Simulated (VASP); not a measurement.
Input of a VASP 6.6.1 run:

The input INCAR:

```
  ALGO = Normal
  EDIFF = 1E-7
  EDIFFG = -0.08
  ENCUT = 520
  GGA = PE
  IBRION = 2
  ISIF = 2
  ISMEAR = -1
  LASPH = True
  LCHARG = False
  LREAL = Auto
  LWAVE = False
  NELM = 60
  NSW = 45
  PREC = Accurate
  SIGMA = 0.15
```

The input KPOINTS:

```
k-points
0
Gamma
  2 2 1
```

Contents of POSCAR:

```
WC
1.0
    5.7920000000      0.0000000000      0.0000000000
   -2.8960000000      5.0160190000      0.0000000000
    0.0000000000      0.0000000000     16.2583500000
W C
8 8
Selective dynamics
Direct
    0.0000000000      0.0000000000      0.0615069000  F F F
    0.0000000000      0.0000000000      0.2361187000  T T T
    0.0000000000      0.5000000000      0.0615069000  F F F
    0.0000000000      0.5000000000      0.2361187000  T T T
    0.5000000000      0.0000000000      0.0615069000  F F F
    0.5000000000      0.0000000000      0.2361187000  T T T
    0.5000000000      0.5000000000      0.0615069000  F F F
    0.5000000000      0.5000000000      0.2361187000  T T T
    0.3333333000      0.1666667000      0.1488128000  T T T
    0.3333333000      0.1666667000      0.3234246000  T T T
    0.3333333000      0.6666667000      0.1488128000  T T T
    0.3333333000      0.6666667000      0.3234246000  T T T
    0.8333333000      0.1666667000      0.1488128000  T T T
    0.8333333000      0.1666667000      0.3234246000  T T T
    0.8333333000      0.6666667000      0.1488128000  T T T
    0.8333333000      0.6666667000      0.3234246000  T T T
```

Potentials or basis: VASP PAW PBE potentials, release 64 (W_sv, C).

Command:

```console
$ cat potpaw_PBE.64/W_sv/POTCAR potpaw_PBE.64/C/POTCAR > POTCAR
$ mpirun -np 1 vasp_std > vasp.out
```

(1) Estimate the band gap on the k mesh.

(2) Estimate the energy gained by relaxing.

## Answers

(1) zero (bands 72 and 73 overlap by 0.28 eV).

(2) 218.6 meV/atom.

Caveat: the k points lie up to 0.63 Å⁻¹ apart; there is no dipole correction, which matters where the two faces differ; spin-orbit coupling is left out, which moves the levels of the heavy elements.
